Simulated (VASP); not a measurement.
Input of a VASP 6.6.1 run:

File INCAR:

```
SYSTEM = Na
PREC = Accurate
ENCUT = 600
EDIFF = 1E-7
ISMEAR = 0
SIGMA = 0.1
LREAL = .False.
LASPH = .True.
NELM = 60
ALGO = Normal
ISIF = 3
LWAVE = .False.
LCHARG = .False.
GGA = PE
IVDW = 12
IBRION = 2
NSW = 100
EDIFFG = -0.005
```

File KPOINTS:

```
regular mesh
0
Gamma
  16 16 16
  0 0 0
```

File POSCAR:

```
Na
1.0
   -1.8216234556      1.8216234556      2.5569495567
    1.8216234556     -1.8216234556      2.5569495567
    1.8216234556      1.8216234556     -2.5569495567
Na
1
Direct
    0.0000000000      0.0000000000      0.0000000000
```

Potentials or basis: VASP PAW PBE potentials, release 64 (Na_pv).

Run with:

```sh
$ cat potpaw_PBE.64/Na_pv/POTCAR > POTCAR
$ mpirun -np 1 vasp_std > vasp.out
```

Problem. What does it give for the band gap on the k mesh?

Solution. Zero (an odd number of electrons rules out a gap without spin polarisation).

Problem. Estimate the dispersion energy per atom.

Solution. -0.168 eV.

Final structure:
```xyz
1
Lattice="-1.8216 1.8216 2.5569 1.8216 -1.8216 2.5569 1.8216 1.8216 -2.5569" Properties=species:S:1:pos:R:3 pbc="T T T"
Na    0.0000    0.0000    0.0000
```

Caveat: the relaxation stopped at its first step, so nothing moved.
